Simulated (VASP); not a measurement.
A run of VASP 6.6.1:

INCAR

```
SYSTEM = Ta3N
  PREC = Accurate
  ENCUT = 520
  EDIFF = 1E-7
  ISMEAR = -1
  SIGMA = 0.05
  LREAL = .False.
  LASPH = .True.
  NELM = 100
  ALGO = Normal
  ISIF = 2
  LWAVE = .False.
  LCHARG = .True.
  GGA = PS
  LELF = .True.
  LVHAR = .True.
  NBANDS = 27
```

Contents of KPOINTS:

```
regular mesh
0
Gamma
  10 10 4
  0 0 0
```

The input POSCAR:

```
Ta3N
1.0
    3.0523055267      0.0000000000      0.0000000000
   -1.5261527634      2.6433741262      0.0000000000
    0.0000000000      0.0000000000      7.5739671740
Ta N
3 1
Direct
    0.6666666667      0.3333333333      0.8260700000
    0.3333333333      0.6666666667      0.1739300000
    0.0000000000      0.0000000000      0.5000000000
    0.0000000000      0.0000000000      0.0000000000
```

Potentials or basis: VASP PAW PBE potentials, release 64 (Ta_pv, N).

Command:

```sh
$ cat potpaw_PBE.64/Ta_pv/POTCAR potpaw_PBE.64/N/POTCAR > POTCAR
$ mpirun -np 1 vasp_std > vasp.out
```

Hardware: 1 thread of Intel(R) Xeon(R) 6975P-C (Granite Rapids), with other jobs on the host.

Estimate the wall time of this run.

It took 31 s on 1 thread of Intel(R) Xeon(R) 6975P-C (Granite Rapids), with other jobs on the host, peak memory 0.22 GiB. Counts: scf iterations 15, k points 50.
